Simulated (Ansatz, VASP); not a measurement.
C: VASP beside Ansatz

Contents of POSCAR:

```
C
1.0
    5.6283333766      0.0000000000      0.0000000000
   -2.8141666883      4.8742796851      0.0000000000
    0.0000000000      0.0000000000      1.2783305284
C
3
Direct
    0.0000000000      0.0000000000      0.0000000000
    0.3333333333      0.6666666667      0.5000000000
    0.6666666667      0.3333333333      0.5000000000
```

The input INCAR.step1:

```
SYSTEM = C
ALGO     = Normal         ! electronic algorithm
EDIFF    = 1E-4           ! SCF threshold, eV
ENCUT    = 600            ! plane-wave cutoff, eV
GGA      = PE             ! functional
ISMEAR   = 0              ! smearing method
LASPH    = .TRUE.         ! aspherical terms in the spheres
LCHARG   = .FALSE.        ! write CHGCAR
LREAL    = .FALSE.        ! projectors in reciprocal space
LWAVE    = .TRUE.         ! write WAVECAR
NELM     = 100            ! most SCF steps
PREC     = Accurate       ! precision mode
SIGMA    = 0.1            ! smearing width, eV
```

INCAR.step2

```
SYSTEM = C
ALGO     = Normal         ! electronic algorithm
EDIFF    = 1E-6           ! SCF threshold, eV
EDIFFG   = -0.04          ! ionic threshold
ENCUT    = 600            ! plane-wave cutoff, eV
IBRION   = 2              ! ionic algorithm
ISIF     = 3              ! what is computed and relaxed
ISMEAR   = 0              ! smearing method
ISTART   = 1            
LASPH    = .TRUE.         ! aspherical terms in the spheres
LCHARG   = .FALSE.        ! write CHGCAR
LMIXTAU  = .TRUE.       
LREAL    = .FALSE.        ! projectors in reciprocal space
LWAVE    = .FALSE.        ! write WAVECAR
METAGGA  = R2SCAN         ! meta-GGA
NELM     = 100            ! most SCF steps
NSW      = 90             ! ionic steps
PREC     = Accurate       ! precision mode
SIGMA    = 0.1            ! smearing width, eV
```

Contents of KPOINTS:

```
k-points
0
G
  6 6 12
  0 0 0
```

Input for Ansatz:

```yaml
crystal:
  lattice:
    - [5.6283333766, 0.0, 0.0]
    - [-2.8141666883, 4.8742796851, 0.0]
    - [0.0, 0.0, 1.2783305284]
  atoms:
    - { symbol: C, position: [0.0, 0.0, 0.0] }
    - { symbol: C, position: [0.3333333333, 0.6666666667, 0.5] }
    - { symbol: C, position: [0.6666666667, 0.3333333333, 0.5] }
basis:
  ecutwfc: 500
kpoints:
  mp_grid: { grid: [6, 6, 12] }
hamiltonian:
  xc: r2scan
scf:
  occupations: { method: gaussian, width: 0.1 }
  lower_state_search: "off"
output:
  forces: true
  stress: true
  eigenvalues: true
relax:
  adjacent_minimum: "off"
  f_tol: 0.04
  max_steps: 70
  cell: { stress_tol: 0.4 }
```

Alike in both runs: task relaxation of cell and atoms; functional r2SCAN; k mesh 6 × 6 × 12; occupations gaussian, width 0.1 eV; no spin polarisation.

|  | VASP | Ansatz |
| --- | --- | --- |
| version | VASP 6.6.1 | Ansatz 0.2.0 |
| potentials or method | VASP PAW PBE potentials, release 64 (C), cutoff 600 eV | scalar-relativistic, plane waves, PAW |
| valence electrons in the cell | 12 | 12 |

|  | VASP | Ansatz | Ansatz less VASP |
| --- | --- | --- | --- |
| gap on the k mesh at the Fermi level, each at its own relaxed structure (eV) | none | none | - |
| relaxed volume (Å³/atom) | 11.64 | 11.69 | +0.053 |
| relaxed cell length with the largest relative difference (Å) | 5.616 | 5.628 | +0.0128 |

VASP's potentials were made for PBE, not for r2SCAN. A gap of «none» marks a metal or a gap that the smearing closes.

The k mesh is coarse, so the values compare programs but aren't converged.
